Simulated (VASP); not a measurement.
# SiC in VASP: single point with PBEsol

Aim: the single point of SiC with PBEsol.

Everything below comes from runs of VASP 6.6.1. Logs are shortened: lines on timing, memory, paths and dates and some standing lists are left out, and cuts for length are marked.

## (1) The cell of the first run

The cell holds a slab with vacuum, 8 atoms: a = 3.081 Å, b = 3.081 Å, c = 24.624 Å, α = 90.00°, β = 90.00°, γ = 90.00°.

## (2) Single point, PBEsol

INCAR reads:

```
PREC = Accurate ; ENCUT = 520
EDIFF = 1E-6 ; ISMEAR = 0
SIGMA = 0.05 ; LREAL = F
LASPH = T ; NELM = 60
ALGO = Normal ; ISIF = 2
LWAVE = F ; LCHARG = F
LDIPOL = T ; IDIPOL = 3
DIPOL = 0.5 0.5 0.500 ; GGA = PS
NBANDS = 26
```

KPOINTS reads:

```
Automatic mesh
0
Gamma
  9 9 1
```

POSCAR reads:

```
SiC
1.0
    3.0806203107      0.0000000000      0.0000000000
    0.0000000000      3.0806203107      0.0000000000
    0.0000000000      0.0000000000     24.6241462919
C Si
4 4
Direct
    0.0000000000      0.5000000000      0.3451896321
    0.5000000000      0.0000000000      0.4336526995
    0.0000000000      0.5000000000      0.5223241737
    0.5000000000      0.0000000000      0.6104066526
    0.5000000000      0.5000000000      0.3894211658
    0.0000000000      0.0000000000      0.4778842332
    0.5000000000      0.5000000000      0.5663943629
    0.0000000000      0.0000000000      0.6554385667
```

Potentials or basis: VASP PAW PBE potentials, release 64 (C, Si).

Command:

```
cat potpaw_PBE.64/C/POTCAR potpaw_PBE.64/Si/POTCAR > POTCAR
mpirun -np 1 vasp_std > vasp.out
```

OUTCAR:

```text
PREC = Accurate
   ENCUT = 520
   EDIFF = 1E-6
   ISMEAR = 0
   LREAL = F
   LASPH = T
   NELM = 60
   ISIF = 2
   GGA = PS

 ion  position               nearest neighbor table
   1  0.000  0.500  0.345-   5 1.89   5 1.89
   2  0.500  0.000  0.434-   5 1.89   6 1.89   5 1.89   6 1.89
   3  0.000  0.500  0.522-   7 1.88   7 1.88   6 1.89   6 1.89
   4  0.500  0.000  0.610-   7 1.88   7 1.88   8 1.90   8 1.90
   5  0.500  0.500  0.389-   1 1.89   2 1.89   2 1.89   1 1.89   6 3.08   6 3.08   6 3.08   6 3.08

   6  0.000  0.000  0.478-   2 1.89   2 1.89   3 1.89   3 1.89   5 3.08   5 3.08   5 3.08   5 3.08
                             7 3.08   7 3.08   7 3.08   7 3.08
   7  0.500  0.500  0.566-   4 1.88   4 1.88   3 1.88   3 1.88   6 3.08   6 3.08   6 3.08   6 3.08
                             8 3.09   8 3.09   8 3.09   8 3.09
   8  0.000  0.000  0.655-   4 1.90   4 1.90   7 3.09   7 3.09   7 3.09   7 3.09

  LATTYP: Found a simple tetragonal cell.
 ALAT       =     3.0806203107
 C/A-ratio  =     7.9932428564

  Lattice vectors:

 A1 = (   3.0806203107,   0.0000000000,   0.0000000000)
 A2 = (   0.0000000000,   3.0806203107,   0.0000000000)
 A3 = (   0.0000000000,   0.0000000000,  24.6241462919)

Analysis of symmetry for initial positions (statically):
=====================================================================
 Subroutine PRICEL returns:
 Original cell was already a primitive cell.

 Routine SETGRP: Setting up the symmetry group for a
 simple tetragonal supercell.

 Subroutine GETGRP returns: Found  4 space group operations
 (whereof  4 operations were pure point group operations)
 out of a pool of 16 trial point group operations.

The static configuration has the point symmetry C_2v.

Analysis of symmetry for dynamics (positions and initial velocities):
=====================================================================
 Subroutine PRICEL returns:
 Original cell was already a primitive cell.

 Routine SETGRP: Setting up the symmetry group for a
 simple tetragonal supercell.

 Subroutine GETGRP returns: Found  4 space group operations
 (whereof  4 operations were pure point group operations)
 out of a pool of 16 trial point group operations.

The dynamic configuration has the point symmetry C_2v.

 Subroutine INISYM returns: Found  4 space group operations
 (whereof  4 operations are pure point group operations),
 and found     1 'primitive' translations

----------------------------------------------------------------------------------------

                                     Primitive cell

  volume of cell :     233.6886

  direct lattice vectors                    reciprocal lattice vectors
     3.080620311  0.000000000  0.000000000     0.324609948  0.000000000  0.000000000
     0.000000000  3.080620311  0.000000000     0.000000000  0.324609948  0.000000000
     0.000000000  0.000000000 24.624146292     0.000000000  0.000000000  0.040610545

  length of vectors
     3.080620311  3.080620311 24.624146292     0.324609948  0.324609948  0.040610545

  position of ions in fractional coordinates (direct lattice)
     0.000000000  0.500000000  0.345189632
     0.500000000  0.000000000  0.433652700
     0.000000000  0.500000000  0.522324174
     0.500000000  0.000000000  0.610406653
     0.500000000  0.500000000  0.389421166
     0.000000000  0.000000000  0.477884233
     0.500000000  0.500000000  0.566394363
     0.000000000  0.000000000  0.655438567

  ion indices of the primitive-cell ions
   primitive index   ion index
                 1           1
                 2           2
                 3           3
                 4           4
                 5           5
                 6           6
                 7           7
                 8           8

----------------------------------------------------------------------------------------

 KPOINTS: Automatic mesh

Automatic generation of k-mesh.
 Grid dimensions read from file:
 generate k-points for:    9    9    1

 Generating k-lattice:

  Cartesian coordinates                     Fractional coordinates (reciprocal lattice)
     0.036067772  0.000000000  0.000000000     0.111111111  0.000000000  0.000000000
     0.000000000  0.036067772  0.000000000     0.000000000  0.111111111  0.000000000
     0.000000000  0.000000000  0.040610545     0.000000000  0.000000000  1.000000000

  Length of vectors
     0.036067772  0.036067772  0.040610545

  Shift w.r.t. Gamma in fractional coordinates (k-lattice)
     0.000000000  0.000000000  0.000000000

 Subroutine IBZKPT returns following result:
 ===========================================

 Found     25 irreducible k-points:

 Following reciprocal coordinates:
            Coordinates               Weight
  0.000000  0.000000  0.000000      1.000000
  0.111111  0.000000  0.000000      2.000000
  0.000000  0.111111  0.000000      2.000000
  0.222222  0.000000  0.000000      2.000000
  0.000000  0.222222  0.000000      2.000000
  0.333333  0.000000  0.000000      2.000000
[... 16 lines left out ...]
  0.444444  0.333333  0.000000      4.000000
 -0.333333  0.444444  0.000000      4.000000
   k-points           NKPTS =     25   k-points in BZ     NKDIM =     25   number of bands    NBANDS=     26
   number of dos      NEDOS =    301   number of ions     NIONS =      8
   total plane-waves  NPLWV = 110592
   dimension x,y,z NGX =    24 NGY =   24 NGZ =  192
   dimension x,y,z NGXF=    48 NGYF=   48 NGZF=  384
   ions per type =               4   4
   NGX,Y,Z   is equivalent  to a cutoff of  12.95, 12.95, 12.96 a.u.
   NGXF,Y,Z  is equivalent  to a cutoff of  25.90, 25.90, 25.93 a.u.
 SYSTEM =  unknown system
   PREC   = accura    normal or accurate (medium, high low for compatibility)
   ISTART =      0    job   : 0-new  1-cont  2-samecut
   ICHARG =      2    charge: 1-file 2-atom 10-const
   ISPIN  =      1    spin polarized calculation?
   LNONCOLLINEAR =      F non collinear calculations
   LSORBIT =      F    spin-orbit coupling
   LASPH  =      T    aspherical Exc in radial PAW
   ENCUT  =  520.0 eV  38.22 Ry    6.18 a.u.   5.73  5.73 45.78*2*pi/ulx,y,z
   NELM   =     60;   NELMIN=  2; NELMDL= -5     # of ELM steps
   EDIFF  = 0.1E-05   stopping-criterion for ELM
   LREAL  =      F    real-space projection
   EDIFFG = 0.1E-04   stopping-criterion for IOM
   NSW    =      0    number of steps for IOM
   IBRION =     -1    ionic relax: 0-MD 1-quasi-New 2-CG
   NFREE  =      0    steps in history (QN), initial steepest desc. (CG)
   ISIF   =      2    stress and relaxation
   ISYM   =      2    0-nonsym 1-usesym 2-fastsym
   POTIM  = 0.5000    time-step for ionic-motion
   TEBEG  =    0.0;   TEEND  =   0.0 temperature during run
   PSTRESS=    0.0 pullay stress
   NELECT =      32.0000    total number of electrons
   NUPDOWN=      -1.0000    fix difference up-down
   EMIN   =  10.00;   EMAX   =-10.00  energy-range for DOS
   EFERMI =   0.00;   METHOD = LEGACY
   ISMEAR =     0;   SIGMA  =   0.05  broadening in eV -4-tet -1-fermi 0-gaus
   EFERMI_NEDOS =   21; number of points for ismear=-14 and -15
   IALGO  =     38    algorithm
   IMIX   =      4    mixing-type and parameters
     AMIX     =   0.40;   BMIX     =  1.00
     AMIX_MAG =   1.60;   BMIX_MAG =  1.00
  volume/ion in A,a.u.               =      29.21       197.13
  Fermi-wavevector in a.u.,A,eV,Ry     =   0.843812  1.594573  9.687600  0.712019
  Thomas-Fermi vector in A             =   1.958740
   LORBIT       =      0    0 simple, 1 ext, 2 COOP (PROOUT), +10 PAW based schemes
   GGA     = PS    functional components
   LHFCALC =     F    Hartree Fock is set to
   AEXX    =    0.0000 exact exchange contribution
   IVDW    =     0    specifies the selected vdW correction
   LEPSILON=     F    determine dielectric tensor
   LRPA    =     F    only Hartree local field effects (RPA)
 non-spin polarized calculation
 Gauss-broadening in eV      SIGMA  =   0.05
  energy-cutoff  :      520.00
  volume of cell :      233.69
 maximum number of plane-waves:      6320
   NGX = 11   NGY = 11   NGZ = 91

 dipolmoment           0.000000      0.000000      0.189889 electrons x Angstroem

 number of electron      31.9999998 magnetization

 dipolmoment           0.000000      0.000000     -0.086148 electrons x Angstroem

 Free energy of the ion-electron system (eV)
  ---------------------------------------------------
  ext. energy  EPLUGINS =         0.00000000
  ---------------------------------------------------
  free energy    TOTEN  =       -57.27525949 eV

  energy without entropy =      -57.27172405  energy(sigma->0) =      -57.27349177

 E-fermi :  -1.1460     XC(G=0):  -4.9507

 val. band max:       -1.1500214058   @ k =   0.1111   0.0000   0.0000
 cond. band min:      -1.1397339743   @ k =   0.1111   0.1111   0.0000
 fundamental gap:      0.0102874315
 Fermi energy:        -1.1460334331

 k-point     1 :       0.0000    0.0000    0.0000
  band No.  band energies     occupation
      1     -16.7060      2.00000
      2     -15.5766      2.00000
      3     -13.9139      2.00000
      4     -11.6954      2.00000
      5      -8.7858      2.00000
      6      -6.3217      2.00000
[... 18 lines left out ...]
     25       4.9689      0.00000
     26       5.5199      0.00000

 k-point     2 :       0.1111    0.0000    0.0000
  band No.  band energies     occupation
      1     -16.5469      2.00000
      2     -15.4261      2.00000
      3     -13.7830      2.00000
      4     -11.5721      2.00000
      5      -8.7590      2.00000
      6      -6.5419      2.00000
[... 18 lines left out ...]
     25       5.2059      0.00000
     26       5.5862      0.00000

 k-point     3 :       0.0000    0.1111    0.0000
  band No.  band energies     occupation
      1     -16.5473      2.00000
      2     -15.4279      2.00000
      3     -13.7896      2.00000
      4     -11.6442      2.00000
      5      -8.6762      2.00000
      6      -6.5767      2.00000
[... 18 lines left out ...]
     25       5.6333      0.00000
     26       5.7345      0.00000

 k-point     4 :       0.2222    0.0000    0.0000
  band No.  band energies     occupation
      1     -16.0763      2.00000
      2     -14.9874      2.00000
      3     -13.4279      2.00000
      4     -11.2559      2.00000
      5      -8.9186      2.00000
      6      -7.5583      2.00000
[... 18 lines left out ...]
     25       5.7513      0.00000
     26       6.0589      0.00000

 k-point     5 :       0.0000    0.2222    0.0000
  band No.  band energies     occupation
      1     -16.0777      2.00000
      2     -14.9938      2.00000
      3     -13.4516      2.00000
      4     -11.5820      2.00000
      5      -8.4420      2.00000
      6      -7.6895      2.00000
[... 18 lines left out ...]
     25       6.1620      0.00000
     26       6.2675      0.00000

 k-point     6 :       0.3333    0.0000    0.0000
  band No.  band energies     occupation
      1     -15.3185      2.00000
      2     -14.3179      2.00000
      3     -13.0626      2.00000
      4     -11.0386      2.00000
      5      -9.4505      2.00000
      6      -8.8316      2.00000
[... 427 lines left out ...]
 k-point    21 :      -0.2222    0.4444    0.0000
  band No.  band energies     occupation
      1     -13.7621      2.00000
      2     -13.0987      2.00000
      3     -12.8442      2.00000
      4     -11.5643      2.00000
      5      -9.0888      2.00000
      6      -8.7029      2.00000
[... 18 lines left out ...]
     25       6.7881      0.00000
     26       7.2303      0.00000

 k-point    22 :       0.3333    0.3333    0.0000
  band No.  band energies     occupation
      1     -13.9917      2.00000
      2     -13.1378      2.00000
      3     -12.2250      2.00000
      4     -10.7278      2.00000
      5      -8.6926      2.00000
      6      -8.1233      2.00000
[... 18 lines left out ...]
     25       6.4954      0.00000
     26       7.1377      0.00000

 k-point    23 :       0.4444    0.3333    0.0000
  band No.  band energies     occupation
      1     -13.0940      2.00000
      2     -12.5381      2.00000
      3     -12.2929      2.00000
      4     -10.3841      2.00000
      5      -8.8278      2.00000
      6      -8.6646      2.00000
[... 18 lines left out ...]
     25       5.6997      0.00000
     26       6.8044      0.00000

 k-point    24 :      -0.3333    0.4444    0.0000
  band No.  band energies     occupation
      1     -13.0911      2.00000
      2     -12.5202      2.00000
      3     -12.3030      2.00000
      4     -10.8866      2.00000
      5      -8.8541      2.00000
      6      -8.4373      2.00000
[... 18 lines left out ...]
     25       6.1218      0.00000
     26       6.8460      0.00000

 [... further k-points ...]

------------------------ aborting loop because EDIFF is reached ----------------------------------------

 vacuum level on the upper side and lower side of the slab       (xc-potential included)        -1.012         0.554

  FORCE on cell =-STRESS in cart. coord.  units (eV):
  Direction    XX          YY          ZZ          XY          YZ          ZX
  --------------------------------------------------------------------------------------
  -------------------------------------------------------------------------------------
  Total        0.9257130     -5.8632750     -2.3346841      0.0000000      0.0000000      0.0000000
  in kB        6.3467209    -40.1988212    -16.0066771      0.0000000      0.0000000      0.0000000
  external PRESSURE =     -16.6195925 kB  Pullay stress =       0.0000000 kB

 VOLUME and BASIS-vectors are now :
 -----------------------------------------------------------------------------
  energy-cutoff  :      520.00
  volume of cell :      233.69
      direct lattice vectors                 reciprocal lattice vectors
     3.080620311  0.000000000  0.000000000     0.324609948  0.000000000  0.000000000
     0.000000000  3.080620311  0.000000000     0.000000000  0.324609948  0.000000000
     0.000000000  0.000000000 24.624146292     0.000000000  0.000000000  0.040610545

 POSITION                                       TOTAL-FORCE (eV/Angst)
 -----------------------------------------------------------------------------------
      0.00000      1.54031      8.50000         0.000000      0.000000      1.977937
      1.54031      0.00000     10.67833         0.000000      0.000000      0.323555
      0.00000      1.54031     12.86179         0.000000      0.000000     -0.009868
      1.54031      0.00000     15.03074         0.000000      0.000000     -0.007876
      1.54031      1.54031      9.58916         0.000000      0.000000     -2.024060
      0.00000      0.00000     11.76749         0.000000      0.000000     -0.295041
      1.54031      1.54031     13.94698         0.000000      0.000000      0.012192
      0.00000      0.00000     16.13962         0.000000      0.000000      0.023163
 -----------------------------------------------------------------------------------
    total drift:                                0.000000      0.000000     -0.000020

  FREE ENERGIE OF THE ION-ELECTRON SYSTEM (eV)
  ---------------------------------------------------
  free  energy   TOTEN  =       -57.2752594918 eV

  energy  without entropy=      -57.2717240544  energy(sigma->0) =      -57.27349177

 vacuum level on the upper side and lower side of the slab         4.369         5.999
```

Run time: 96 s. Hardware: 1 thread of Intel Xeon 6975P-C (Granite Rapids), shared host; peak memory 0.37 GiB.

Results:

```
Free energy            : -57.2753 eV
Largest force          : 2.024 eV/Å
Band gap on the k mesh : zero (band 16 reaches -1.09 eV, above the bottom of band 17 at -1.62 eV)
```

Forces in eV/Å, atoms in the order of the input:
```
C    0.000  0.000  1.978
C    0.000  0.000  0.324
C    0.000  0.000 -0.010
C    0.000  0.000 -0.008
Si   0.000  0.000 -2.024
Si   0.000  0.000 -0.295
Si   0.000  0.000  0.012
Si   0.000  0.000  0.023
```

Caveat: the PAW data sets were made with another functional, which shifts forces and pressure a little.
